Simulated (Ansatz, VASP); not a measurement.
# TePb in VASP and in Ansatz

INCAR

```
ALGO = Normal ; EDIFF = 1E-8
ENCUT = 400 ; GGA = PE
GGA_COMPAT = False ; ISIF = 2
ISMEAR = -1 ; LASPH = True
LCHARG = False ; LEFG = True
LNONCOLLINEAR = True ; LORBIT = 11
LORBMOM = True ; LREAL = False
LSORBIT = True ; LWAVE = False
MAGMOM = 0 0 0 0 0 0 ; NBANDS = 32
NELM = 200 ; PREC = Accurate
SIGMA = 0.05
```

The input KPOINTS:

```
k-points
0
Gamma
  9 9 9
```

File POSCAR:

```
TePb
1.0
    0.0000000000      3.2310000000      3.2310000000
    3.2310000000      0.0000000000      3.2310000000
    3.2310000000      3.2310000000      0.0000000000
Te Pb
1 1
Direct
    0.5000000000      0.5000000000      0.5000000000
    0.0000000000      0.0000000000      0.0000000000
```

Input for Ansatz:

```yaml
crystal:
  lattice:
    - [0.0, 3.231, 3.231]
    - [3.231, 0.0, 3.231]
    - [3.231, 3.231, 0.0]
  atoms:
    - { symbol: Te, position: [0.5, 0.5, 0.5] }
    - { symbol: Pb, position: [0.0, 0.0, 0.0] }
kpoints:
  mp_grid: { grid: [9, 9, 9] }
scf:
  occupations: { method: fermi_dirac, width: 0.05 }
hamiltonian:
  xc: pbe
  pseudopotentials: { kind: paw_fr }
output:
  forces: true
  stress: true
  populations: true
  efg: { contact_densities: true }
magnetization:
  noncollinear: true
  spin_orbit: true
```

Alike in both runs: task electric field gradients; functional PBE; k mesh 9 × 9 × 9; occupations fermi-dirac, width 0.05 eV; non-collinear spin, spin-orbit coupling.

|  | VASP | Ansatz |
| --- | --- | --- |
| version | VASP 6.6.1 | Ansatz 0.2.0 |
| potentials or method | VASP PAW PBE potentials, release 64 (Te, Pb_d) | plane-wave PAW |
| plane-wave cutoff (eV) | 400 | 420 |
| valence electrons in the cell | 20 | 30 |

|  | VASP | Ansatz | Ansatz less VASP |
| --- | --- | --- | --- |
| pressure (GPa) | 2.0 | 1.9 | -0.06 |
| net moment per atom (μB) | 0.00 | 0.00 | 0.000 |

VASP's potentials hold 20 valence electrons a cell and Ansatz's 30, so a difference there can come from the potentials and not from the codes.
